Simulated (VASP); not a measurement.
## Mg2C3: single point with PBEsol+D3(BJ)

The system is Mg2C3.

```
Mg C
1.0
     2.36203   -2.28486    0.01373
     2.36203    2.28486    0.01373
    -1.17203    0.00000    4.75531
Mg C
2 3
Direct
  0.80878 0.80878 0.20127
  0.19122 0.19122 0.79873
  0.29827 0.29827 0.26188
  0.70173 0.70173 0.73812
  0.50000 0.50000 0.50000
```

```json
{"Program": "VASP 6.6.1", "Task": "single point", "Functional": "PBEsol", "Dispersion": "D3(BJ)", "Potentials or basis": "VASP PAW PBE potentials, release 64 (Mg, C)", "Cutoff": "520 eV", "k mesh": "8 × 8 × 6", "Occupations": "gaussian, width 0.05 eV", "Spin": "no spin polarisation"}
```

- Pressure: 2.5 GPa
- Largest force: 0.063 eV/Å
- Band gap on the k mesh: 1.73 eV (least direct gap 2.52 eV)
- Dispersion energy per atom: -0.211 eV

Forces in eV/Å, atoms in the order of the input:
```
Mg  -0.002  0.000 -0.003
Mg   0.002  0.000  0.003
C   -0.037  0.000 -0.051
C    0.037  0.000  0.051
C    0.000  0.000  0.000
```

Stress tensor (GPa, compression positive):
```
2.48 0.00 0.31
0.00 2.36 0.00
0.31 0.00 2.75
```

Levels at points of the mesh, in eV from the valence-band top:
| k point | band 4 | band 5 | band 6 | band 7 | band 8 | band 9 | band 10 | band 11 | band 12 | band 13 |
| --- | --- | --- | --- | --- | --- | --- | --- | --- | --- | --- |
| (0.00, 0.00, 0.00) | -4.14 | -3.34 | -2.89 | -1.53 | -0.73 | 3.70 | 3.91 | 4.07 | 7.81 | 8.01 |
| (0.50, 0.00, 0.00) | -5.18 | -4.84 | -3.23 | -3.14 | -0.16 | 2.94 | 4.81 | 6.66 | 7.12 | 8.23 |
| (0.50, 0.50, 0.00) | -6.00 | -5.47 | -3.74 | -2.42 | -1.21 | 1.73 | 2.21 | 3.28 | 5.64 | 10.15 |
| (0.00, 0.00, 0.50) | -4.23 | -3.78 | -3.53 | -0.96 | 0.00 | 3.17 | 3.42 | 4.63 | 5.88 | 7.95 |
| (0.50, 0.00, 0.50) | -6.51 | -4.10 | -3.09 | -1.26 | -0.24 | 2.27 | 3.87 | 6.11 | 7.05 | 7.66 |
| (0.50, 0.50, 0.50) | -6.12 | -5.18 | -3.94 | -3.06 | -2.13 | 2.14 | 3.82 | 5.68 | 7.05 | 7.97 |

Wall time 95 s on 1 thread of Intel Xeon 8259CL (shared host), peak memory 0.23 GiB.

Caveat: the PAW data sets were made with another functional, which shifts forces and pressure a little. A k mesh can miss the band edges.
